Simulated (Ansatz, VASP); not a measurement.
# MgS in VASP and in Ansatz

Contents of POSCAR:

```
MgS
1.0
    0.0000000000      2.8308768412      2.7176417676
    2.8308768412      0.0000000000      2.7176417676
    2.8308768412      2.8308768412      0.0000000000
Mg S
1 1
Direct
    0.0000000000      0.0000000000      0.0000000000
    0.2500000000      0.2500000000      0.2500000000
```

Contents of INCAR.step1:

```
ALGO = Normal
EDIFF = 1E-5
ENCUT = 520
GGA = PE
ISIF = 2
ISMEAR = 0
LASPH = T
LCHARG = F
LREAL = F
LWAVE = T
NBANDS = 11
NELM = 100
PREC = Accurate
SIGMA = 0.01
```

File INCAR.step2:

```
ALGO = Normal
EDIFF = 1E-6
ENCUT = 520
GGA = PE
HFSCREEN = 0.2079
ISIF = 2
ISMEAR = 0
ISTART = 1
LASPH = T
LCHARG = F
LHFCALC = T
LREAL = F
LWAVE = F
NBANDS = 11
NELM = 100
PREC = Accurate
PRECFOCK = Normal
SIGMA = 0.01
```

Contents of KPOINTS:

```
k-points
0
Gamma
  6 6 6
```

Input for Ansatz:

```yaml
crystal:
  lattice:
    - [0.0, 2.8308768412, 2.7176417676]
    - [2.8308768412, 0.0, 2.7176417676]
    - [2.8308768412, 2.8308768412, 0.0]
  atoms:
    - { symbol: Mg, position: [0.0, 0.0, 0.0] }
    - { symbol: S, position: [0.25, 0.25, 0.25] }
kpoints:
  mp_grid: { grid: [6, 6, 6] }
  band_path:
    path:
      - [0.0, 0.0, 0.0]
      - [-0.5, -0.5, 0.0]
      - [-0.375, -0.375, 0.25]
      - [-0.375, 0.0, 0.375]
      - [0.0, 0.0, 0.5]
      - [-0.5, -0.25, 0.25]
    npoints: 1
hamiltonian:
  xc: hse06
scf:
  occupations: { method: fixed }
  n_extra_bands: 4
output:
  forces: true
  stress: true
  eigenvalues: true
```

Change from the starting cell: uniaxial_z strain -4.0%.

Alike in both runs: task single point; functional HSE06; k mesh 6 × 6 × 6; no spin polarisation.

|  | VASP | Ansatz |
| --- | --- | --- |
| version | VASP 6.6.1 | Ansatz 0.2.0 |
| potentials or method | VASP PAW PBE potentials, release 64 (Mg, S) | plane waves, PAW |
| plane-wave cutoff (eV) | 520 | 420 |
| occupations | gaussian, width 0.01 eV | fixed |
| valence electrons in the cell | 8 | 16 |

```tsv
	VASP	Ansatz	Ansatz less VASP
gap on the k mesh at the Fermi level (eV)	4.66	4.67	+0.015
pressure (GPa)	2.5	2.6	+0.17
traceless stress, the component that is largest in VASP (GPa)	0.47	0.46	-0.008
```

VASP's potentials hold 8 valence electrons a cell and Ansatz's 16, so a difference there can come from the potentials and not from the codes. Ansatz's warnings: stress exchange threshold loose, stress scf threshold loose.
